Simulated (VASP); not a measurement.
Set up this calculation in VASP 6.6.1, as the native input.

```yaml
Task: single point
Functional: PBE
Potentials_or_basis: VASP PAW PBE potentials, release 64 (Y_sv)
Cutoff: 500 eV
k_mesh: 14 × 14 × 14
Occupations: gaussian, width 0.1 eV
Spin: no spin polarisation
Dipole_correction: no
Further_INCAR_settings: ALGO = Normal; EDIFF = 1e-06; NBANDS = 12
```

The structure of Y lies in POSCAR:

```
Y
1.0
   -2.0210925601      2.0210925601      2.0210925601
    2.0210925601     -2.0210925601      2.0210925601
    2.0210925601      2.0210925601     -2.0210925601
Y
1
Direct
    0.0000000000      0.0000000000      0.0000000000
```

One way to write it, as run:

INCAR

```
  PREC = Accurate
  ENCUT = 500
  EDIFF = 1E-6
  ISMEAR = 0
  SIGMA = 0.1
  LREAL = F
  LASPH = T
  NELM = 120
  ALGO = Normal
  ISIF = 2
  LWAVE = F
  LCHARG = F
  GGA = PE
  NBANDS = 12
  GGA_COMPAT = F
```

KPOINTS

```
regular mesh
0
Gamma
  14 14 14
```

Potentials or basis: VASP PAW PBE potentials, release 64 (Y_sv).

The run is started by

```console
$ cat potpaw_PBE.64/Y_sv/POTCAR > POTCAR
$ mpirun -np 1 vasp_std > vasp.out
```

It gave:

```yaml
Pressure: -0.2 GPa
```

Wall time 63 s on 1 thread of Intel Xeon 8259CL, with other jobs on the host, peak memory 0.2 GiB.
